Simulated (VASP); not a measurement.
Input of a VASP 6.6.1 run:

The input INCAR:

```
  PREC = Accurate
  ENCUT = 520
  EDIFF = 1E-7
  ISMEAR = -1
  SIGMA = 0.1551
  LREAL = Auto
  LASPH = T
  NELM = 100
  ALGO = Normal
  ISIF = 2
  LWAVE = F
  LCHARG = F
  GGA = PE
  NBANDS = 78
```

Contents of KPOINTS:

```
Automatic mesh
0
Gamma
  2 2 2
  0.5 0.5 0.5
```

POSCAR

```
TiC
1.0
   -4.4128842954      4.4128842954      0.0000000000
   -4.4128842954      0.0000000000      4.4128842954
    0.0000000000      4.4128842954      4.4128842954
Ti C
8 8
Direct
    0.0057940563     -0.0653811613     -0.0114742415
    0.5110566806     -0.0746332734     -0.0177831538
   -0.0129958087      0.4021741521      0.0205801906
    0.0500621555     -0.0894336841      0.4710299117
    0.4692086539      0.4321016307     -0.0010767334
    0.5451901385     -0.1196022748      0.4961838683
   -0.0158124472      0.4113385665      0.5225705787
    0.5092484528      0.3943845756      0.4636139004
    0.7460094758      0.6528672195      0.7612924507
    0.2653688431      0.6879879002      0.7536596877
    0.7444005508      0.1787954198      0.7329567882
    0.7670411852      0.6238511630      0.2257824890
    0.2607755887      0.1571605901      0.7186094825
    0.2543006852      0.7014597014      0.2136998020
    0.7734468596      0.1828195452      0.2157358853
    0.2386041486      0.1533136730      0.2575697489
```

Potentials or basis: VASP PAW PBE potentials, release 64 (Ti_sv, C).

Launch:

```sh
$ cat potpaw_PBE.64/Ti_sv/POTCAR potpaw_PBE.64/C/POTCAR > POTCAR
$ mpirun -np 1 vasp_std > vasp.out
```

(1) What does it give for the largest force?

(2) Estimate the pressure.

(3) Predict the band gap on the k mesh.

Results:

(1) 4.383 eV/Å.

(2) -2.7 GPa.

(3) 0.21 eV.

Caveat: the k points lie up to 0.62 Å⁻¹ apart; the atoms stand as in a frame of molecular dynamics; a shifted mesh leaves out Γ, where band edges can lie; forces of over 1 eV/Å act on the atoms, so gaps and moduli don't describe the material at rest.
